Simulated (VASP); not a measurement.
# Ir (I4/mmm) in VASP: further runs

Runs on Ir. Level: PBE. Tasks: single point.

Program: VASP 6.6.1. These are calculated values, not measurements. Logs are shortened: lines on timing, memory, paths and dates and some standing lists are left out, and cuts for length are marked.

## Step 1: The cell of the first run

It takes space group I4/mmm (No. 139, tetragonal). Conventional cell: a = 3.034 Å, b = 3.034 Å, c = 3.150 Å, α = 90.00°, β = 90.00°, γ = 90.00°. Within 3.5 Å of Ir (site symmetry 4/mmm) lie 14 Ir at 2.66 to 3.15 Å.

## Step 2: Single point, PBE (14.49 Å³/atom)

Contents of INCAR:

```
PREC = Accurate
ENCUT = 520
EDIFF = 1E-6
ISMEAR = 0
SIGMA = 0.15
LREAL = False
LASPH = True
NELM = 100
ALGO = Fast
ISIF = 2
LWAVE = False
LCHARG = False
GGA = PE
NBANDS = 10
```

Contents of KPOINTS:

```
regular mesh
0
Gamma
  22 22 22
```

Contents of POSCAR:

```
Ir
1.0
    0.0000000000      2.1450160720      1.5750853016
    2.1450160720      0.0000000000      1.5750853016
    2.1450160720      2.1450160720      0.0000000000
Ir
1
Direct
    0.0000000000      0.0000000000      0.0000000000
```

Potentials or basis: VASP PAW PBE potentials, release 64 (Ir).

Started as:

```sh
cat potpaw_PBE.64/Ir/POTCAR > POTCAR
mpirun -np 1 vasp_std > vasp.out
```

OUTCAR:

```text
PREC = Accurate
   ENCUT = 520
   EDIFF = 1E-6
   ISMEAR = 0
   LREAL = False
   LASPH = True
   NELM = 100
   ISIF = 2
   GGA = PE

 ion  position               nearest neighbor table
   1  0.000  0.000  0.000-

  LATTYP: Found a body centered tetragonal cell.
 ALAT       =     3.0335108205
 C/A-ratio  =     1.0384570188

  Lattice vectors:

 A1 = (   0.0000000000,  -2.1450160720,  -1.5750853016)
 A2 = (   0.0000000000,   2.1450160720,  -1.5750853016)
 A3 = (   2.1450160720,   0.0000000000,   1.5750853016)

Analysis of symmetry for initial positions (statically):
=====================================================================
 Subroutine PRICEL returns:
 Original cell was already a primitive cell.

 Routine SETGRP: Setting up the symmetry group for a
 body centered tetragonal supercell.

 Subroutine GETGRP returns: Found 16 space group operations
 (whereof 16 operations were pure point group operations)
 out of a pool of 16 trial point group operations.

The static configuration has the point symmetry D_4h.

Analysis of symmetry for dynamics (positions and initial velocities):
=====================================================================
 Subroutine PRICEL returns:
 Original cell was already a primitive cell.

 Routine SETGRP: Setting up the symmetry group for a
 body centered tetragonal supercell.

 Subroutine GETGRP returns: Found 16 space group operations
 (whereof 16 operations were pure point group operations)
 out of a pool of 16 trial point group operations.

The dynamic configuration has the point symmetry D_4h.

 Subroutine INISYM returns: Found 16 space group operations
 (whereof 16 operations are pure point group operations),
 and found     1 'primitive' translations

----------------------------------------------------------------------------------------

                                     Primitive cell

  volume of cell :      14.4942

  direct lattice vectors                    reciprocal lattice vectors
     0.000000000  2.145016072  1.575085302    -0.233098487  0.233098487  0.317443125
     2.145016072  0.000000000  1.575085302     0.233098487 -0.233098487  0.317443125
     2.145016072  2.145016072  0.000000000     0.233098487  0.233098487 -0.317443125

  length of vectors
     2.661200416  2.661200416  3.033510821     0.457646093  0.457646093  0.457646093

  position of ions in fractional coordinates (direct lattice)
     0.000000000  0.000000000  0.000000000

  ion indices of the primitive-cell ions
   primitive index   ion index
                 1           1

----------------------------------------------------------------------------------------

 KPOINTS: regular mesh

Automatic generation of k-mesh.
 Grid dimensions read from file:
 generate k-points for:   22   22   22

 Generating k-lattice:

  Cartesian coordinates                     Fractional coordinates (reciprocal lattice)
    -0.010595386  0.010595386  0.014429233     0.045454545  0.000000000  0.000000000
     0.010595386 -0.010595386  0.014429233     0.000000000  0.045454545  0.000000000
     0.010595386  0.010595386 -0.014429233     0.000000000  0.000000000  0.045454545

  Length of vectors
     0.020802095  0.020802095  0.020802095

  Shift w.r.t. Gamma in fractional coordinates (k-lattice)
     0.000000000  0.000000000  0.000000000

 Subroutine IBZKPT returns following result:
 ===========================================

 Found    834 irreducible k-points:

 Following reciprocal coordinates:
            Coordinates               Weight
  0.000000  0.000000  0.000000      1.000000
  0.045455 -0.000000  0.000000      8.000000
  0.090909 -0.000000  0.000000      8.000000
  0.136364  0.000000  0.000000      8.000000
  0.181818 -0.000000  0.000000      8.000000
  0.227273 -0.000000  0.000000      8.000000
[... 16 lines left out ...]
  0.500000  0.045455  0.000000      8.000000
 -0.454545  0.045455  0.000000      8.000000
 [... further k-points ...]
   k-points           NKPTS =    834   k-points in BZ     NKDIM =    834   number of bands    NBANDS=     10
   number of dos      NEDOS =    301   number of ions     NIONS =      1
   total plane-waves  NPLWV =   9600
   dimension x,y,z NGX =    20 NGY =   20 NGZ =   24
   dimension x,y,z NGXF=    40 NGYF=   40 NGZF=   48
   ions per type =               1
   NGX,Y,Z   is equivalent  to a cutoff of  12.49, 12.49, 13.15 a.u.
   NGXF,Y,Z  is equivalent  to a cutoff of  24.99, 24.99, 26.31 a.u.
 SYSTEM =  unknown system
   PREC   = accura    normal or accurate (medium, high low for compatibility)
   ISTART =      0    job   : 0-new  1-cont  2-samecut
   ICHARG =      2    charge: 1-file 2-atom 10-const
   ISPIN  =      1    spin polarized calculation?
   LNONCOLLINEAR =      F non collinear calculations
   LSORBIT =      F    spin-orbit coupling
   LASPH  =      T    aspherical Exc in radial PAW
   ENCUT  =  520.0 eV  38.22 Ry    6.18 a.u.   4.95  4.95  5.64*2*pi/ulx,y,z
   NELM   =    100;   NELMIN=  2; NELMDL= -5     # of ELM steps
   EDIFF  = 0.1E-05   stopping-criterion for ELM
   LREAL  =      F    real-space projection
   EDIFFG = 0.1E-04   stopping-criterion for IOM
   NSW    =      0    number of steps for IOM
   IBRION =     -1    ionic relax: 0-MD 1-quasi-New 2-CG
   NFREE  =      0    steps in history (QN), initial steepest desc. (CG)
   ISIF   =      2    stress and relaxation
   ISYM   =      2    0-nonsym 1-usesym 2-fastsym
   POTIM  = 0.5000    time-step for ionic-motion
   TEBEG  =    0.0;   TEEND  =   0.0 temperature during run
   PSTRESS=    0.0 pullay stress
   NELECT =       9.0000    total number of electrons
   NUPDOWN=      -1.0000    fix difference up-down
   EMIN   =  10.00;   EMAX   =-10.00  energy-range for DOS
   EFERMI =   0.00;   METHOD = LEGACY
   ISMEAR =     0;   SIGMA  =   0.15  broadening in eV -4-tet -1-fermi 0-gaus
   EFERMI_NEDOS =   21; number of points for ismear=-14 and -15
   IALGO  =     68    algorithm
   IMIX   =      4    mixing-type and parameters
     AMIX     =   0.40;   BMIX     =  1.00
     AMIX_MAG =   1.60;   BMIX_MAG =  1.00
  volume/ion in A,a.u.               =      14.49        97.81
  Fermi-wavevector in a.u.,A,eV,Ry     =   1.396660  2.639304 26.540319  1.950658
  Thomas-Fermi vector in A             =   2.519992
   LORBIT       =      0    0 simple, 1 ext, 2 COOP (PROOUT), +10 PAW based schemes
   GGA     = PE    functional components
   LHFCALC =     F    Hartree Fock is set to
   AEXX    =    0.0000 exact exchange contribution
   IVDW    =     0    specifies the selected vdW correction
   LEPSILON=     F    determine dielectric tensor
   LRPA    =     F    only Hartree local field effects (RPA)
 non-spin polarized calculation
 RMM-DIIS sequential band-by-band and
 Gauss-broadening in eV      SIGMA  =   0.15
  energy-cutoff  :      520.00
  volume of cell :       14.49
 maximum number of plane-waves:       404
   NGX =  9   NGY =  9   NGZ = 11

 number of electron       9.0000000 magnetization

 Free energy of the ion-electron system (eV)
  ---------------------------------------------------
  ext. energy  EPLUGINS =         0.00000000
  ---------------------------------------------------
  free energy    TOTEN  =        -8.23573571 eV

  energy without entropy =       -8.21065292  energy(sigma->0) =       -8.22319431

 E-fermi :   9.7490     XC(G=0): -13.8260

 val. band max:        9.7480702497   @ k =  -0.2727   0.1818   0.0909
 cond. band min:       9.7504974601   @ k =  -0.4091   0.0909   0.1818
 fundamental gap:      0.0024272103
 Fermi energy:         9.7489796345

 k-point     1 :       0.0000    0.0000    0.0000
  band No.  band energies     occupation
      1      -0.8603      2.00000
      2       6.0488      2.00000
      3       6.0488      2.00000
      4       6.3942      2.00000
      5       8.8733      2.00000
      6       9.4988      1.98167
      7      26.1837      0.00000
      8      26.9893      0.00000
      9      26.9893      0.00000
     10      37.3198      0.00000

 k-point     2 :       0.0455   -0.0000    0.0000
  band No.  band energies     occupation
      1      -0.7661      2.00000
      2       6.0488      2.00000
      3       6.0624      2.00000
      4       6.4210      2.00000
      5       8.8309      2.00000
      6       9.4787      1.98917
      7      26.2968      0.00000
      8      27.0675      0.00000
      9      27.1356      0.00000
     10      36.1108      0.00000

 k-point     3 :       0.0909   -0.0000    0.0000
  band No.  band energies     occupation
      1      -0.4897      2.00000
      2       6.0130      2.00000
      3       6.0427      2.00000
      4       6.5947      2.00000
      5       8.7146      2.00000
      6       9.4371      1.99672
      7      26.5712      0.00000
      8      27.2566      0.00000
      9      27.5669      0.00000
     10      34.6434      0.00000

 k-point     4 :       0.1364    0.0000    0.0000
  band No.  band energies     occupation
      1      -0.0505      2.00000
      2       5.8553      2.00000
      3       6.0175      2.00000
      4       6.9688      2.00000
      5       8.5701      2.00000
      6       9.4031      1.99889
      7      26.8180      0.00000
      8      27.3751      0.00000
      9      28.2621      0.00000
     10      33.5495      0.00000
[... 222 lines left out ...]
 k-point    22 :       0.4545    0.0455    0.0000
  band No.  band energies     occupation
      1       2.3208      2.00000
      2       4.5813      2.00000
      3       8.3207      2.00000
      4       8.7293      2.00000
      5      10.5306      0.00000
      6      11.7713      0.00000
      7      18.1655      0.00000
      8      23.3225      0.00000
      9      27.1573      0.00000
     10      34.0937      0.00000

 k-point    23 :       0.5000    0.0455    0.0000
  band No.  band energies     occupation
      1       2.3075      2.00000
      2       4.5474      2.00000
      3       8.4981      2.00000
      4       8.7749      2.00000
      5      10.7524      0.00000
      6      11.9473      0.00000
      7      17.6526      0.00000
      8      23.1860      0.00000
      9      26.8774      0.00000
     10      33.8928      0.00000

 k-point    24 :      -0.4545    0.0455    0.0000
  band No.  band energies     occupation
      1       2.3191      2.00000
      2       4.5742      2.00000
      3       8.2057      2.00000
      4       8.9615      2.00000
      5      10.5058      0.00000
      6      11.7561      0.00000
      7      18.0930      0.00000
      8      23.2883      0.00000
      9      27.1883      0.00000
     10      33.9239      0.00000

 [... further k-points ...]

------------------------ aborting loop because EDIFF is reached ----------------------------------------

  FORCE on cell =-STRESS in cart. coord.  units (eV):
  Direction    XX          YY          ZZ          XY          YZ          ZX
  --------------------------------------------------------------------------------------
  -------------------------------------------------------------------------------------
  Total        0.4462347      0.4462347      2.5352074      0.0000000      0.0000000     -0.0000000
  in kB       49.3263225     49.3263225    280.2392156      0.0000000      0.0000000     -0.0000000
  external PRESSURE =     126.2972869 kB  Pullay stress =       0.0000000 kB

 VOLUME and BASIS-vectors are now :
 -----------------------------------------------------------------------------
  energy-cutoff  :      520.00
  volume of cell :       14.49
      direct lattice vectors                 reciprocal lattice vectors
     0.000000000  2.145016072  1.575085302    -0.233098487  0.233098487  0.317443125
     2.145016072  0.000000000  1.575085302     0.233098487 -0.233098487  0.317443125
     2.145016072  2.145016072  0.000000000     0.233098487  0.233098487 -0.317443125

 POSITION                                       TOTAL-FORCE (eV/Angst)
 -----------------------------------------------------------------------------------
      0.00000      0.00000      0.00000         0.000000     -0.000000      0.000000
 -----------------------------------------------------------------------------------
    total drift:                                0.000000     -0.000000      0.000000

  FREE ENERGIE OF THE ION-ELECTRON SYSTEM (eV)
  ---------------------------------------------------
  free  energy   TOTEN  =        -8.2357357112 eV

  energy  without entropy=       -8.2106529151  energy(sigma->0) =       -8.22319431
```

Wall time 53 s (1 thread of Intel Xeon 6975P-C (Granite Rapids), shared host); peak memory 0.24 GiB.

What came out:

- Free energy: -8.2357 eV
- Pressure: 12.6 GPa
- Band gap on the k mesh: zero (an odd number of electrons rules out a gap without spin polarisation)

Caveat: the stress differs along the axes, from 5 to 28 GPa; spin-orbit coupling is left out, which moves the levels of the heavy elements.

## Step 3: Single point, PBE (14.73 Å³/atom)

This run uses another cell than the first one, of 14.73 Å³/atom.

Contents of INCAR:

```
SYSTEM = Ir
  ALGO = Normal
  EDIFF = 1E-7
  ENCUT = 520
  GGA = PE
  ISIF = 2
  ISMEAR = 0
  LASPH = .TRUE.
  LCHARG = .TRUE.
  LELF = .TRUE.
  LREAL = .FALSE.
  LVHAR = .TRUE.
  LWAVE = .FALSE.
  NBANDS = 10
  NELM = 80
  PREC = Accurate
  SIGMA = 0.15
```

Contents of KPOINTS:

```
k-points
0
G
  22 22 22
  0 0 0
```

Contents of POSCAR:

```
Ir
1.0
    0.0000000000      2.1937692893      1.5299347024
    2.1937692893      0.0000000000      1.5299347024
    2.1937692893      2.1937692893      0.0000000000
Ir
1
Direct
    0.0000000000      0.0000000000      0.0000000000
```

Potentials or basis: VASP PAW PBE potentials, release 64 (Ir).

Started as:

```sh
cat potpaw_PBE.64/Ir/POTCAR > POTCAR
mpirun -np 1 vasp_std > vasp.out
```

Wall time 45 s (1 thread of Intel Xeon 6975P-C (Granite Rapids), shared host); peak memory 0.25 GiB.

The run converged. Its results:

* Free energy: -8.2267 eV
* Pressure: 7.5 GPa
* Band gap on the k mesh: zero (an odd number of electrons rules out a gap without spin polarisation)

Stress tensor (GPa, compression positive):
```
10.30  0.00  0.00
 0.00 10.30  0.00
 0.00  0.00  1.80
```

Levels at points of the mesh, in eV from the Fermi level:
| k point | band 1 | band 2 | band 3 | band 4 | band 5 | band 6 | band 7 | band 8 |
| --- | --- | --- | --- | --- | --- | --- | --- | --- |
| (0.00, 0.00, 0.00) | -10.44 | -3.59 | -3.46 | -3.46 | -0.64 | -0.40 | 16.85 | 16.85 |
| (0.50, 0.00, 0.00) | -7.33 | -5.34 | -0.63 | 0.00 | 0.00 | 2.23 | 7.90 | 13.02 |
| (0.50, 0.50, 0.00) | -6.89 | -6.86 | 1.50 | 1.50 | 1.58 | 7.75 | 7.75 | 8.19 |
| (0.50, 0.00, 0.50) | -7.35 | -5.20 | -0.83 | -0.09 | -0.07 | 2.19 | 7.78 | 13.17 |

Caveat: the stress differs along the axes, from 2 to 10 GPa; spin-orbit coupling is left out, which moves the levels of the heavy elements.

## Step 4: Single point, PBE (15.19 Å³/atom)

This run uses another cell than the first one, of 15.19 Å³/atom.

Contents of INCAR:

```
ALGO = Fast
EDIFF = 1E-7
ENCUT = 520
GGA = PE
ISIF = 2
ISMEAR = 0
LASPH = True
LCHARG = False
LREAL = False
LWAVE = False
NBANDS = 10
NELM = 60
PREC = Accurate
SIGMA = 0.15
```

Contents of KPOINTS:

```
k-points
0
Gamma
  22 22 22
```

Contents of POSCAR:

```
Ir
1.0
    0.0000000000      2.2549442970      1.4936751023
    2.2549442970      0.0000000000      1.4936751023
    2.2549442970      2.2549442970      0.0000000000
Ir
1
Direct
    0.0000000000      0.0000000000      0.0000000000
```

Started as:

```sh
cat potpaw_PBE.64/Ir/POTCAR > POTCAR
mpirun -np 1 vasp_std > vasp.out
```

Run time: 2.7 min. Hardware: 1 thread of Intel Xeon 8259CL, shared host; peak memory 0.25 GiB.

Results (log left out):

```
Free energy            : -8.2955 eV
Pressure               : -3.6 GPa
Band gap on the k mesh : zero (an odd number of electrons rules out a gap without spin polarisation)
```

Stress tensor (GPa, compression positive):
```
  5.57   0.00   0.00
  0.00   5.57   0.00
  0.00   0.00 -21.97
```

Levels at points of the mesh, in eV from the Fermi level:
| k point | band 1 | band 2 | band 3 | band 4 | band 5 | band 6 | band 7 | band 8 | band 9 |
| --- | --- | --- | --- | --- | --- | --- | --- | --- | --- |
| (0.00, 0.00, 0.00) | -10.11 | -3.70 | -3.09 | -3.09 | -1.05 | 0.01 | 16.52 | 16.52 | 17.97 |
| (0.50, 0.00, 0.00) | -6.98 | -5.24 | -0.54 | 0.21 | 0.28 | 2.13 | 7.73 | 12.86 | 15.98 |
| (0.50, 0.50, 0.00) | -6.59 | -6.49 | 1.36 | 1.36 | 1.67 | 7.15 | 7.15 | 9.20 | 13.90 |
| (0.50, 0.00, 0.50) | -7.09 | -4.55 | -1.27 | -0.21 | -0.19 | 1.97 | 7.19 | 13.58 | 17.63 |

Caveat: the stress differs along the axes, from -22 to 6 GPa; spin-orbit coupling is left out, which moves the levels of the heavy elements.

## Step 5: Single point, PBE (15.42 Å³/atom)

This run uses another cell than the first one, of 15.42 Å³/atom.

Contents of INCAR:

```
SYSTEM = Ir
PREC = Accurate
ENCUT = 520
EDIFF = 1E-6
ISMEAR = 0
SIGMA = 0.15
LREAL = .FALSE.
LASPH = .TRUE.
NELM = 100
ALGO = Normal
ISIF = 2
LWAVE = .FALSE.
LCHARG = .TRUE.
GGA = PE
LELF = .TRUE.
LVHAR = .TRUE.
NBANDS = 10
```

Contents of KPOINTS:

```
Automatic mesh
0
G
  22 22 22
  0 0 0
```

Contents of POSCAR:

```
Ir
1.0
    0.0000000000      2.2278002757      1.5536679123
    2.2278002757      0.0000000000      1.5536679123
    2.2278002757      2.2278002757      0.0000000000
Ir
1
Direct
    0.0000000000      0.0000000000      0.0000000000
```

Started as:

```sh
cat potpaw_PBE.64/Ir/POTCAR > POTCAR
mpirun -np 1 vasp_std > vasp.out
```

Run time: 2.3 min. Hardware: 1 thread of Intel Xeon 8259CL, shared host; peak memory 0.25 GiB.

Results (log left out):

- Free energy: -8.2270 eV
- Pressure: -6.8 GPa
- Band gap on the k mesh: zero (an odd number of electrons rules out a gap without spin polarisation)

Stress tensor (GPa, compression positive):
```
 -4.36   0.00   0.00
  0.00  -4.36   0.00
  0.00   0.00 -11.72
```

Levels at points of the mesh, in eV from the Fermi level:
```tsv
k point	band 1	band 2	band 3	band 4	band 5	band 6	band 7	band 8
(0.00, 0.00, 0.00)	-9.98	-3.34	-3.22	-3.22	-0.58	-0.36	16.83	16.83
(0.50, 0.00, 0.00)	-6.87	-4.98	-0.59	-0.01	0.09	2.06	7.40	12.99
(0.50, 0.50, 0.00)	-6.40	-6.38	1.39	1.39	1.46	7.59	7.59	8.02
(0.50, 0.00, 0.50)	-6.90	-4.84	-0.77	-0.06	0.01	2.02	7.29	13.15
```

Caveat: the stress differs along the axes, from -12 to -4 GPa; spin-orbit coupling is left out, which moves the levels of the heavy elements.

## Step 6: The runs side by side

| cell | gap on the mesh (eV) | pressure (GPa) |
| --- | --- | --- |
| a = 2.661, b = 2.661, c = 3.034 Å, angles 55.3, 55.3, 69.5°, 1 atom | none | 12.6 |
| a = 2.675, b = 2.675, c = 3.102 Å, angles 54.6, 54.6, 70.9°, 1 atom | none | 7.5 |
| a = 2.705, b = 2.705, c = 3.189 Å, angles 53.9, 53.9, 72.2°, 1 atom | none | -3.6 |
| a = 2.716, b = 2.716, c = 3.151 Å, angles 54.6, 54.6, 70.9°, 1 atom | none | -6.8 |

Alike in all rows: task single point; level PBE; potentials or basis VASP PAW PBE potentials, release 64 (Ir); no spin polarisation; k mesh 22 × 22 × 22; cutoff (eV) 520; smearing gaussian 0.15 eV.

Caveats: spin-orbit coupling is left out, which moves the levels of the heavy elements; the stress differs along the axes, from 5 to 28 GPa (at least some runs); the stress differs along the axes, from 2 to 10 GPa (at least some runs); the stress differs along the axes, from -22 to 6 GPa (at least some runs); the stress differs along the axes, from -12 to -4 GPa (at least some runs).

Total energies depend on the potentials used, so only differences within one code and one set of settings carry meaning.
